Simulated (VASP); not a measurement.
## Sn: relaxation of the atoms with PBE

Sn, a slab with vacuum:

```xyz
7
Lattice="4.7067 0.0000 0.0000 0.0000 4.7067 0.0000 0.0000 0.0000 24.9844" Properties=species:S:1:pos:R:3 pbc="T T T"
Sn    0.0000    0.0000    7.5000
Sn    2.3534    0.0000    9.1641
Sn    2.3534    2.3534   10.8281
Sn    0.0000    2.3534   12.4922
Sn    0.0000    0.0000   14.1563
Sn    2.3534    0.0000   15.8204
Sn    2.3534    2.3534   17.4844
```

```
Program                : VASP 6.6.1
Task                   : relaxation of the atoms
Functional             : PBE
Potentials or basis    : VASP PAW PBE potentials, release 64 (Sn_d)
Cutoff                 : 520 eV
k mesh                 : 8 × 8 × 1
Occupations            : gaussian, width 0.1 eV
Spin                   : no spin polarisation
Dipole correction      : yes
Further INCAR settings : ALGO = Normal; EDIFF = 1e-06; IBRION = 2; EDIFFG = -0.02; NSW = 80
```

```
Energy gained by relaxing    : 0.3 meV/atom
Ionic steps                  : 5
Largest force after relaxing : 0.011 eV/Å
Band gap on the k mesh       : zero (bands 49 and 50 overlap by 0.81 eV)
```

Forces on the atoms (eV/Å):
```
Sn   0.000  0.000 -0.007
Sn   0.000  0.000 -0.011
Sn   0.000  0.000  0.001
Sn   0.000  0.000  0.000
Sn   0.000  0.000 -0.001
Sn   0.000  0.000  0.011
Sn   0.000  0.000  0.007
```

Step by step:
| step | energy change (eV) | largest force (eV/Å) | pressure (GPa) |
| --- | --- | --- | --- |
| 1 | 0.0000 | 0.0910 | -0.11 |
| 2 | -0.0012 | 0.0631 | -0.13 |
| 3 | -0.0021 | 0.0217 | -0.15 |
| 4 | -0.0021 | 0.0240 | -0.15 |
| 5 | -0.0022 | 0.0112 | -0.15 |

Final structure:
```
Sn
1.0
     4.70671    0.00000    0.00000
     0.00000    4.70671    0.00000
     0.00000    0.00000   24.98444
Sn
7
Direct
  0.00000 0.00000 0.29961
  0.50000 0.00000 0.36709
  0.50000 0.50000 0.43375
  0.00000 0.50000 0.50000
  0.00000 0.00000 0.56625
  0.50000 0.00000 0.63291
  0.50000 0.50000 0.70039
```

Levels at points of the mesh, in eV from the Fermi level:
| k point | band 46 | band 47 | band 48 | band 49 | band 50 | band 51 | band 52 | band 53 |
| --- | --- | --- | --- | --- | --- | --- | --- | --- |
| (0.00, 0.00, 0.00) | -1.02 | -0.18 | -0.18 | 0.52 | 1.22 | 1.26 | 1.34 | 1.61 |
| (0.50, 0.00, 0.00) | -0.80 | -0.69 | -0.50 | -0.37 | 0.01 | 1.11 | 1.45 | 1.73 |
| (0.50, 0.50, 0.00) | -2.18 | -1.89 | -0.65 | -0.65 | -0.29 | -0.10 | 1.84 | 2.00 |

Wall time 4.8 min on 4 MPI ranks on Intel(R) Xeon(R) 6975P-C (Granite Rapids), with other jobs on the host, peak memory 0.79 GiB a rank.

Caveat: spin-orbit coupling is left out, which moves the levels of the heavy elements.
